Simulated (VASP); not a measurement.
# MgBe2Te3 (Cm) in VASP: a series of runs

MgBe2Te3 is run at these levels: PBE; tasks: single point.

Program: VASP 6.6.1. These are calculated values, not measurements. Logs are shortened: lines on timing, memory, paths and dates and some standing lists are left out, and cuts for length are marked.

### Step 1. The cell of the first run

Symmetry: Cm, No. 8, monoclinic system. The conventional cell has a = 19.487 Å, b = 4.107 Å, c = 8.033 Å, α = 90.00°, β = 101.87°, γ = 90.00°. Within 3.7 Å of Mg (site symmetry m) lie 5 Te at 2.84 to 3.01 Å and 1 Mg at 3.67 Å. Mg (site symmetry m) has 5 Te at 2.84 to 3.02 Å and 1 Mg at 3.67 Å within 3.7 Å. Be (site symmetry m) has 4 Te at 2.42 to 2.50 Å within 3.2 Å. Within 3.2 Å of Be (site symmetry m) lie 4 Te at 2.44 to 2.52 Å. Be (site symmetry m) has 3 Te at 2.33 to 2.38 Å within 3.1 Å. Within 3.3 Å of Be (site symmetry m) lie 4 Te at 2.48 to 2.49 Å. Te (site symmetry m) has 2 Be at 2.42 to 2.44 Å and 2 Mg at 2.87 Å within 3.2 Å. Te (site symmetry m) has 2 Be at 2.42 to 2.44 Å and 2 Mg at 2.86 Å within 3.2 Å.

The cell was built from a structure type or drawn by symmetry, and may not be a known phase.

### Step 2. Single point, PBE

File INCAR:

```
PREC = Accurate
ENCUT = 520
EDIFF = 1E-7
ISMEAR = 0
SIGMA = 0.02
LREAL = F
LASPH = T
NELM = 80
ALGO = Normal
ISIF = 2
LWAVE = F
LCHARG = T
GGA = PE
LELF = T
LVHAR = T
NBANDS = 36
```

File KPOINTS:

```
regular mesh
0
Gamma
  8 8 4
```

File POSCAR:

```
MgBe2Te3
1.0
    9.7434200000     -2.0533414000      0.0000000000
    9.7434200000      2.0533414000      0.0000000000
   -1.6526169000      0.0000000000      7.8611957000
Mg Be Te
2 4 6
Direct
    0.9203990000      0.9203990000      0.8789230000
    0.9199345000      0.9199345000      0.3349820000
    0.2423540000      0.2423540000      0.5178330000
    0.2461630000      0.2461630000      0.0178470000
    0.6067580000      0.6067580000      0.1981210000
    0.5883050000      0.5883050000      0.6912320000
    0.3154595000      0.3154595000      0.3080180000
    0.3165320000      0.3165320000      0.7992550000
    0.4843550000      0.4843550000      0.1386290000
    0.0153720000      0.0153720000      0.6546620000
    0.6678090000      0.6678090000      0.4858390000
    0.6699030000      0.6699030000      0.9746600000
```

Potentials or basis: VASP PAW PBE potentials, release 64 (Mg, Be, Te).

Started as:

```console
$ cat potpaw_PBE.64/Mg/POTCAR potpaw_PBE.64/Be/POTCAR potpaw_PBE.64/Te/POTCAR > POTCAR
$ mpirun -np 1 vasp_std > vasp.out
```

OUTCAR:

```text
PREC = Accurate
   ENCUT = 520
   EDIFF = 1E-7
   ISMEAR = 0
   LREAL = F
   LASPH = T
   NELM = 80
   ISIF = 2
   GGA = PE

 ion  position               nearest neighbor table
   1  0.920  0.920  0.879-  10 2.84   8 2.86   8 2.86   9 3.01   9 3.01
   2  0.920  0.920  0.335-  10 2.84   7 2.87   7 2.87   9 3.02   9 3.02
   3  0.242  0.242  0.518-   8 2.42   7 2.42  11 2.50  11 2.50
   4  0.246  0.246  0.018-   8 2.44   7 2.44  12 2.52  12 2.52
   5  0.607  0.607  0.198-   9 2.33  11 2.37  12 2.38
   6  0.588  0.588  0.691-  10 2.48  10 2.48  11 2.48  12 2.49
   7  0.315  0.315  0.308-   3 2.42   4 2.44   2 2.87   2 2.87
   8  0.317  0.317  0.799-   3 2.42   4 2.44   1 2.86   1 2.86
   9  0.484  0.484  0.139-   5 2.33   1 3.01   1 3.01   2 3.02   2 3.02
  10  0.015  0.015  0.655-   6 2.48   6 2.48   1 2.84   2 2.84
  11  0.668  0.668  0.486-   5 2.37   6 2.48   3 2.50   3 2.50
  12  0.670  0.670  0.975-   5 2.38   6 2.49   4 2.52   4 2.52

  LATTYP: Found a base centered monoclinic cell.
 ALAT       =    19.4868400000
 B/A-ratio  =     0.2107413413
 C/A-ratio  =     0.4122283603
 COS(beta)  =    -0.2057277629

  Lattice vectors:

 A1 = (   9.7434200000,  -2.0533414000,   0.0000000000)
 A2 = (   9.7434200000,   2.0533414000,   0.0000000000)
 A3 = (  -1.6526169000,   0.0000000000,   7.8611957000)

Analysis of symmetry for initial positions (statically):
=====================================================================
 Subroutine PRICEL returns:
 Original cell was already a primitive cell.

 Routine SETGRP: Setting up the symmetry group for a
 base centered monoclinic supercell.

 Subroutine GETGRP returns: Found  2 space group operations
 (whereof  2 operations were pure point group operations)
 out of a pool of  4 trial point group operations.

The static configuration has the point symmetry C_1h.

Analysis of symmetry for dynamics (positions and initial velocities):
=====================================================================
 Subroutine PRICEL returns:
 Original cell was already a primitive cell.

 Routine SETGRP: Setting up the symmetry group for a
 base centered monoclinic supercell.

 Subroutine GETGRP returns: Found  2 space group operations
 (whereof  2 operations were pure point group operations)
 out of a pool of  4 trial point group operations.

The dynamic configuration has the point symmetry C_1h.

 Subroutine INISYM returns: Found  2 space group operations
 (whereof  2 operations are pure point group operations),
 and found     1 'primitive' translations

----------------------------------------------------------------------------------------

                                     Primitive cell

  volume of cell :     314.5511

  direct lattice vectors                    reciprocal lattice vectors
     9.743420000 -2.053341400  0.000000000     0.051316683 -0.243505537  0.010788030
     9.743420000  2.053341400  0.000000000     0.051316683  0.243505537  0.010788030
    -1.652616900  0.000000000  7.861195700     0.000000000  0.000000000  0.127207112

  length of vectors
     9.957431607  9.957431607  8.033028100     0.249087796  0.249087796  0.127207112

  position of ions in fractional coordinates (direct lattice)
     0.920399000  0.920399000  0.878923000
     0.919934500  0.919934500  0.334982000
     0.242354000  0.242354000  0.517833000
     0.246163000  0.246163000  0.017847000
     0.606758000  0.606758000  0.198121000
     0.588305000  0.588305000  0.691232000
     0.315459500  0.315459500  0.308018000
     0.316532000  0.316532000  0.799255000
     0.484355000  0.484355000  0.138629000
     0.015372000  0.015372000  0.654662000
     0.667809000  0.667809000  0.485839000
     0.669903000  0.669903000  0.974660000

  ion indices of the primitive-cell ions
   primitive index   ion index
                 1           1
                 2           2
                 3           3
                 4           4
                 5           5
                 6           6
                 7           7
                 8           8
                 9           9
                10          10
                11          11
                12          12

----------------------------------------------------------------------------------------

 KPOINTS: regular mesh

Automatic generation of k-mesh.
 Grid dimensions read from file:
 generate k-points for:    8    8    4

 Generating k-lattice:

  Cartesian coordinates                     Fractional coordinates (reciprocal lattice)
     0.006414585 -0.030438192  0.001348504     0.125000000  0.000000000  0.000000000
     0.006414585  0.030438192  0.001348504     0.000000000  0.125000000  0.000000000
     0.000000000  0.000000000  0.031801778     0.000000000  0.000000000  0.250000000

  Length of vectors
     0.031135974  0.031135974  0.031801778

  Shift w.r.t. Gamma in fractional coordinates (k-lattice)
     0.000000000  0.000000000  0.000000000

 Subroutine IBZKPT returns following result:
 ===========================================

 Found     78 irreducible k-points:

 Following reciprocal coordinates:
            Coordinates               Weight
  0.000000  0.000000  0.000000      1.000000
  0.125000  0.000000  0.000000      4.000000
  0.250000  0.000000  0.000000      4.000000
  0.375000  0.000000 -0.000000      4.000000
  0.500000  0.000000  0.000000      2.000000
  0.125000  0.125000 -0.000000      2.000000
[... 16 lines left out ...]
  0.125000  0.000000  0.250000      4.000000
  0.250000  0.000000  0.250000      4.000000
 [... further k-points ...]
   k-points           NKPTS =     78   k-points in BZ     NKDIM =     78   number of bands    NBANDS=     36
   number of dos      NEDOS =    301   number of ions     NIONS =     12
   total plane-waves  NPLWV = 384000
   dimension x,y,z NGX =    80 NGY =   80 NGZ =   60
   dimension x,y,z NGXF=   160 NGYF=  160 NGZF=  120
   ions per type =               2   4   6
   NGX,Y,Z   is equivalent  to a cutoff of  13.36, 13.36, 12.42 a.u.
   NGXF,Y,Z  is equivalent  to a cutoff of  26.71, 26.71, 24.83 a.u.
 SYSTEM =  unknown system
   PREC   = accura    normal or accurate (medium, high low for compatibility)
   ISTART =      0    job   : 0-new  1-cont  2-samecut
   ICHARG =      2    charge: 1-file 2-atom 10-const
   ISPIN  =      1    spin polarized calculation?
   LNONCOLLINEAR =      F non collinear calculations
   LSORBIT =      F    spin-orbit coupling
   LASPH  =      T    aspherical Exc in radial PAW
   ENCUT  =  520.0 eV  38.22 Ry    6.18 a.u.  18.51 18.51 14.94*2*pi/ulx,y,z
   NELM   =     80;   NELMIN=  2; NELMDL= -5     # of ELM steps
   EDIFF  = 0.1E-06   stopping-criterion for ELM
   LREAL  =      F    real-space projection
   EDIFFG = 0.1E-05   stopping-criterion for IOM
   NSW    =      0    number of steps for IOM
   IBRION =     -1    ionic relax: 0-MD 1-quasi-New 2-CG
   NFREE  =      0    steps in history (QN), initial steepest desc. (CG)
   ISIF   =      2    stress and relaxation
   ISYM   =      2    0-nonsym 1-usesym 2-fastsym
   POTIM  = 0.5000    time-step for ionic-motion
   TEBEG  =    0.0;   TEEND  =   0.0 temperature during run
   PSTRESS=    0.0 pullay stress
   NELECT =      48.0000    total number of electrons
   NUPDOWN=      -1.0000    fix difference up-down
   EMIN   =  10.00;   EMAX   =-10.00  energy-range for DOS
   EFERMI =   0.00;   METHOD = LEGACY
   ISMEAR =     0;   SIGMA  =   0.02  broadening in eV -4-tet -1-fermi 0-gaus
   EFERMI_NEDOS =   21; number of points for ismear=-14 and -15
   IALGO  =     38    algorithm
   IMIX   =      4    mixing-type and parameters
     AMIX     =   0.40;   BMIX     =  1.00
     AMIX_MAG =   1.60;   BMIX_MAG =  1.00
  volume/ion in A,a.u.               =      26.21       176.89
  Fermi-wavevector in a.u.,A,eV,Ry     =   0.874832  1.653193 10.412970  0.765332
  Thomas-Fermi vector in A             =   1.994419
   LORBIT       =      0    0 simple, 1 ext, 2 COOP (PROOUT), +10 PAW based schemes
   GGA     = PE    functional components
   LHFCALC =     F    Hartree Fock is set to
   AEXX    =    0.0000 exact exchange contribution
   IVDW    =     0    specifies the selected vdW correction
   LEPSILON=     F    determine dielectric tensor
   LRPA    =     F    only Hartree local field effects (RPA)
 non-spin polarized calculation
 Gauss-broadening in eV      SIGMA  =   0.02
  energy-cutoff  :      520.00
  volume of cell :      314.55
 maximum number of plane-waves:      8524
 NGX is ok and might be reduce to    80
   NGX = 37   NGY = 37   NGZ = 29

 number of electron      47.9999999 magnetization

 Free energy of the ion-electron system (eV)
  ---------------------------------------------------
  ext. energy  EPLUGINS =         0.00000000
  ---------------------------------------------------
  free energy    TOTEN  =       -42.17304961 eV

  energy without entropy =      -42.17304961  energy(sigma->0) =      -42.17304961

 E-fermi :   4.2737     XC(G=0):  -8.5709

 val. band max:        4.1606310301   @ k =   0.0000   0.0000   0.5000
 cond. band min:       5.1875322997   @ k =   0.5000   0.0000   0.0000
 fundamental gap:      1.0269012696
 Fermi energy:         4.2737014007

 k-point     1 :       0.0000    0.0000    0.0000
  band No.  band energies     occupation
      1      -7.7924      2.00000
      2      -6.9187      2.00000
      3      -6.8464      2.00000
      4      -6.7808      2.00000
      5      -6.4646      2.00000
      6      -6.3608      2.00000
[... 28 lines left out ...]
     35       8.3714      0.00000
     36       8.4778      0.00000

 k-point     2 :       0.1250    0.0000    0.0000
  band No.  band energies     occupation
      1      -7.7122      2.00000
      2      -6.8634      2.00000
      3      -6.8285      2.00000
      4      -6.6951      2.00000
      5      -6.4249      2.00000
      6      -6.3085      2.00000
[... 28 lines left out ...]
     35       8.4395      0.00000
     36       8.5933      0.00000

 k-point     3 :       0.2500    0.0000    0.0000
  band No.  band energies     occupation
      1      -7.4917      2.00000
      2      -6.7455      2.00000
      3      -6.7165      2.00000
      4      -6.5315      2.00000
      5      -6.3278      2.00000
      6      -6.1746      2.00000
[... 28 lines left out ...]
     35       8.7053      0.00000
     36       9.0148      0.00000

 k-point     4 :       0.3750    0.0000   -0.0000
  band No.  band energies     occupation
      1      -7.2043      2.00000
      2      -6.6517      2.00000
      3      -6.5580      2.00000
      4      -6.4112      2.00000
      5      -6.2157      2.00000
      6      -6.0281      2.00000
[... 28 lines left out ...]
     35       8.7791      0.00000
     36       8.9952      0.00000

 k-point     5 :       0.5000    0.0000    0.0000
  band No.  band energies     occupation
      1      -7.0381      2.00000
      2      -6.6397      2.00000
      3      -6.4865      2.00000
      4      -6.3778      2.00000
      5      -6.1587      2.00000
      6      -5.9630      2.00000
[... 655 lines left out ...]
 k-point    22 :       0.0000    0.0000    0.2500
  band No.  band energies     occupation
      1      -7.7044      2.00000
      2      -7.1228      2.00000
      3      -6.8489      2.00000
      4      -6.7067      2.00000
      5      -6.4967      2.00000
      6      -6.3180      2.00000
[... 28 lines left out ...]
     35       8.4005      0.00000
     36       8.6505      0.00000

 k-point    23 :       0.1250    0.0000    0.2500
  band No.  band energies     occupation
      1      -7.6209      2.00000
      2      -7.0643      2.00000
      3      -6.8406      2.00000
      4      -6.6229      2.00000
      5      -6.4359      2.00000
      6      -6.2803      2.00000
[... 28 lines left out ...]
     35       8.5952      0.00000
     36       8.7940      0.00000

 k-point    24 :       0.2500    0.0000    0.2500
  band No.  band energies     occupation
      1      -7.4014      2.00000
      2      -6.9002      2.00000
      3      -6.7391      2.00000
      4      -6.4867      2.00000
      5      -6.3223      2.00000
      6      -6.1724      2.00000
[... 28 lines left out ...]
     35       9.0670      0.00000
     36       9.2753      0.00000

 [... further k-points ...]

------------------------ aborting loop because EDIFF is reached ----------------------------------------

  FORCE on cell =-STRESS in cart. coord.  units (eV):
  Direction    XX          YY          ZZ          XY          YZ          ZX
  --------------------------------------------------------------------------------------
  -------------------------------------------------------------------------------------
  Total        0.1591728      0.0640762      0.1488427      0.0000000      0.0000000      0.0011603
  in kB        0.8107523      0.3263746      0.7581355      0.0000000      0.0000000      0.0059103
  external PRESSURE =       0.6317541 kB  Pullay stress =       0.0000000 kB

 VOLUME and BASIS-vectors are now :
 -----------------------------------------------------------------------------
  energy-cutoff  :      520.00
  volume of cell :      314.55
      direct lattice vectors                 reciprocal lattice vectors
     9.743420000 -2.053341400  0.000000000     0.051316683 -0.243505537  0.010788030
     9.743420000  2.053341400  0.000000000     0.051316683  0.243505537  0.010788030
    -1.652616900  0.000000000  7.861195700     0.000000000  0.000000000  0.127207112

 POSITION                                       TOTAL-FORCE (eV/Angst)
 -----------------------------------------------------------------------------------
     16.48315      0.00000      6.90939         0.000785      0.000000      0.000889
     17.37302      0.00000      2.63336         0.000998      0.000000      0.000196
      3.86693      0.00000      4.07079        -0.005911      0.000000     -0.001555
      4.76744      0.00000      0.14030        -0.005210      0.000000      0.000110
     11.49638      0.00000      1.55747         0.005286      0.000000      0.000258
     10.32186      0.00000      5.43391        -0.001245      0.000000      0.000451
      5.63827      0.00000      2.42139         0.019214      0.000000      0.002956
      4.84735      0.00000      6.28310         0.018249      0.000000      0.004414
      9.20945      0.00000      1.08979        -0.026604      0.000000     -0.006483
     -0.78235      0.00000      5.14643        -0.015855      0.000000     -0.003208
     12.21058      0.00000      3.81928         0.003045      0.000000      0.009646
     11.44355      0.00000      7.66199         0.007248      0.000000     -0.007674
 -----------------------------------------------------------------------------------
    total drift:                                0.000772      0.000000     -0.000080

  FREE ENERGIE OF THE ION-ELECTRON SYSTEM (eV)
  ---------------------------------------------------
  free  energy   TOTEN  =       -42.1730496147 eV

  energy  without entropy=      -42.1730496147  energy(sigma->0) =      -42.17304961
```

Run time: 21 min. Hardware: 1 thread of Intel Xeon 6975P-C (Granite Rapids), shared host; peak memory 1.3 GiB.

Results:

```yaml
Free_energy: -42.1730 eV
Pressure: 0.1 GPa
Largest_force: 0.027 eV/Å
Band_gap_on_the_k_mesh: 1.03 eV (least direct gap 2.01 eV)
```

Forces on the atoms (eV/Å):
```
Mg   0.001  0.000  0.001
Mg   0.001  0.000  0.000
Be  -0.006  0.000 -0.002
Be  -0.005  0.000  0.000
Be   0.005  0.000  0.000
Be  -0.001  0.000  0.000
Te   0.019  0.000  0.003
Te   0.018  0.000  0.004
Te  -0.027  0.000 -0.006
Te  -0.016  0.000 -0.003
Te   0.003  0.000  0.010
Te   0.007  0.000 -0.008
```

Caveat: spin-orbit coupling is left out, which moves the levels of the heavy elements.

### Step 3. Single point, PBE

File INCAR:

```
ALGO = Normal
EDIFF = 1E-6
ENCUT = 520
GGA = PE
ISIF = 2
ISMEAR = 0
LASPH = True
LCHARG = True
LELF = True
LREAL = False
LVHAR = True
LWAVE = False
NBANDS = 36
NELM = 80
PREC = Accurate
SIGMA = 0.1
```

File KPOINTS:

```
k-points
0
Gamma
  4 4 2
```

POSCAR is that of step 2.

Potentials or basis: VASP PAW PBE potentials, release 64 (Mg, Be, Te).

Started as:

```console
$ cat potpaw_PBE.64/Mg/POTCAR potpaw_PBE.64/Be/POTCAR potpaw_PBE.64/Te/POTCAR > POTCAR
$ mpirun -np 1 vasp_std > vasp.out
```

Wall time 11 min (1 thread of Intel Xeon 8259CL, shared host); peak memory 0.84 GiB.

Results (log left out):

- Free energy: -42.0295 eV
- Pressure: 0.2 GPa
- Largest force: 0.022 eV/Å
- Band gap on the k mesh: 1.02 eV (least direct gap 2.01 eV)

Forces in eV/Å, atoms in the order of the input:
```
Mg   0.000  0.000 -0.004
Mg  -0.001  0.000  0.004
Be   0.002  0.000  0.001
Be   0.002  0.000  0.002
Be   0.018  0.000  0.004
Be   0.001  0.000  0.001
Te  -0.005  0.000 -0.007
Te  -0.002  0.000  0.005
Te  -0.022  0.000 -0.005
Te   0.005  0.000  0.001
Te   0.000  0.000 -0.004
Te   0.001  0.000  0.003
```

Stress tensor (GPa, compression positive):
```
-0.07  0.00 -0.07
 0.00  0.38  0.00
-0.07  0.00  0.25
```

Levels at points of the mesh, in eV from the valence-band top:
| k point | band 22 | band 23 | band 24 | band 25 | band 26 | band 27 |
| --- | --- | --- | --- | --- | --- | --- |
| (0.00, 0.00, 0.00) | -0.41 | -0.20 | -0.05 | 1.96 | 2.22 | 2.35 |
| (0.50, 0.00, 0.00) | -1.34 | -1.28 | -1.08 | 1.02 | 2.34 | 2.40 |
| (0.50, 0.50, 0.00) | -0.79 | -0.31 | -0.19 | 1.95 | 2.29 | 2.58 |
| (0.00, 0.00, 0.50) | -1.04 | -0.17 | 0.00 | 2.45 | 2.71 | 2.80 |
| (0.50, 0.00, 0.50) | -1.79 | -1.35 | -0.99 | 1.06 | 1.76 | 2.71 |
| (0.50, 0.50, 0.50) | -0.88 | -0.27 | -0.12 | 2.14 | 2.56 | 2.65 |

Caveat: spin-orbit coupling is left out, which moves the levels of the heavy elements. A k mesh can miss the band edges.
